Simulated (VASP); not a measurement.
Here is a VASP 6.6.1 calculation.

INCAR

```
SYSTEM = LiCl
ALGO = Normal
EDIFF = 1E-7
ENCUT = 520
GGA = PE
ISIF = 2
ISMEAR = -1
LASPH = .True.
LCHARG = .True.
LELF = .True.
LREAL = .False.
LVHAR = .True.
LWAVE = .False.
NBANDS = 12
NELM = 80
PREC = Accurate
SIGMA = 0.02
```

KPOINTS

```
k-points
0
Gamma
  8 8 8
  0 0 0
```

POSCAR

```
LiCl
1.0
    0.0000000000      2.5176964340      2.5176964340
    2.5176964340      0.0000000000      2.5176964340
    2.5176964340      2.5176964340      0.0000000000
Li Cl
1 1
Direct
    0.0000000000      0.0000000000      0.0000000000
    0.5000000000      0.5000000000      0.5000000000
```

Potentials or basis: VASP PAW PBE potentials, release 64 (Li_sv, Cl).

Command:

```sh
$ cat potpaw_PBE.64/Li_sv/POTCAR potpaw_PBE.64/Cl/POTCAR > POTCAR
$ mpirun -np 1 vasp_std > vasp.out
```

Problem. Estimate the band gap on the k mesh.

Solution. 6.67 eV.

Caveat: the cell differs from its parent crystal (strain -1.5%). A k mesh can miss the band edges.
